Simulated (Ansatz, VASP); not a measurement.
## Two plane-wave programs on Ge3Os

Contents of INCAR:

```
ALGO = Normal
EDIFF = 1E-6
EDIFFG = -0.01
ENCUT = 600
GGA = PE
IBRION = 2
ISIF = 3
ISMEAR = 0
LASPH = T
LCHARG = F
LREAL = F
LWAVE = F
NELM = 100
NSW = 100
PREC = Accurate
SIGMA = 0.1
```

KPOINTS

```
k-points
0
Gamma
  12 12 12
```

Contents of POSCAR:

```
Ge3Os
1.0
   -2.6104332909      2.6104332909      2.6104332909
    2.6104332909     -2.6104332909      2.6104332909
    2.6104332909      2.6104332909     -2.6104332909
Ge Os
3 1
Direct
    0.0000000000      0.5000000000      0.5000000000
    0.5000000000      0.0000000000      0.5000000000
    0.5000000000      0.5000000000      0.0000000000
    0.0000000000      0.0000000000      0.0000000000
```

Input for Ansatz:

```yaml
crystal:
  lattice:
    - [-2.6104332909, 2.6104332909, 2.6104332909]
    - [2.6104332909, -2.6104332909, 2.6104332909]
    - [2.6104332909, 2.6104332909, -2.6104332909]
  atoms:
    - { symbol: Ge, position: [0.0, 0.5, 0.5] }
    - { symbol: Ge, position: [0.5, 0.0, 0.5] }
    - { symbol: Ge, position: [0.5, 0.5, 0.0] }
    - { symbol: Os, position: [0.0, 0.0, 0.0] }
basis:
  ecutwfc: 420
kpoints:
  mp_grid: { grid: [12, 12, 12] }
hamiltonian:
  xc: pbe
scf:
  occupations: { method: gaussian, width: 0.1 }
output:
  forces: true
  stress: true
  eigenvalues: true
relax:
  adjacent_minimum: "off"
  f_tol: 0.01
  max_steps: 80
  cell: { stress_tol: 0.05 }
```

Alike in both runs: task relaxation of cell and atoms; functional PBE; k mesh 12 × 12 × 12; occupations gaussian, width 0.1 eV; no spin polarisation.

|  | VASP | Ansatz |
| --- | --- | --- |
| version | VASP 6.6.1 | Ansatz 0.2.0 |
| potentials or method | VASP PAW PBE potentials, release 64 (Ge_d, Os), cutoff 600 eV | scalar-relativistic, plane waves, PAW |
| valence electrons in the cell | 50 | 58 |

|  | VASP | Ansatz | Ansatz less VASP |
| --- | --- | --- | --- |
| gap on the k mesh at the Fermi level, each at its own relaxed structure (eV) | none | none | - |
| relaxed volume (Å³/atom) | 17.76 | 17.76 | +0.004 |
| relaxed cell length with the largest relative difference (Å) | 4.519 | 4.519 | +0.0004 |

A gap of «none» marks a metal or a gap that the smearing closes. VASP's potentials hold 50 valence electrons a cell and Ansatz's 58, so a difference there can come from the potentials and not from the codes.

Spin-orbit coupling is off throughout.
